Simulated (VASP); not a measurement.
C:

```xyz
2
Lattice="0.0000 1.7801 1.7801 1.7801 0.0000 1.7801 1.7801 1.7801 0.0000" Properties=species:S:1:pos:R:3 pbc="T T T"
C     0.0000    0.0000    0.0000
C     0.8901    0.8901    0.8901
```

Base run:

```yaml
Program: VASP 6.6.1
Functional: PBE
Potentials_or_basis: VASP PAW PBE potentials, release 64 (C)
Cutoff: 520 eV
k_mesh: 8 × 8 × 8
Occupations: gaussian, width 0.01 eV
Spin: no spin polarisation
```

Its results: band gap on the k mesh 4.14 eV (least direct gap 5.60 eV); pressure 4.9 GPa.

Problem. The run is repeated on the same cell with these changes: functional from PBE to PBE-based screened hybrid with 75 % exact exchange; k mesh from 8 × 8 × 8 to 6 × 6 × 6. What comes out?

Solution. Band gap on the k mesh 5.99 eV (least direct gap 8.08 eV); pressure -18.0 GPa.

Several settings changed at once.

Caveats: some runs use coarse meshes; the cell stands under pressure (at least some runs); the PAW data sets were made with another functional, which shifts forces and pressure a little (at least some runs).

A k mesh can miss the band edges.
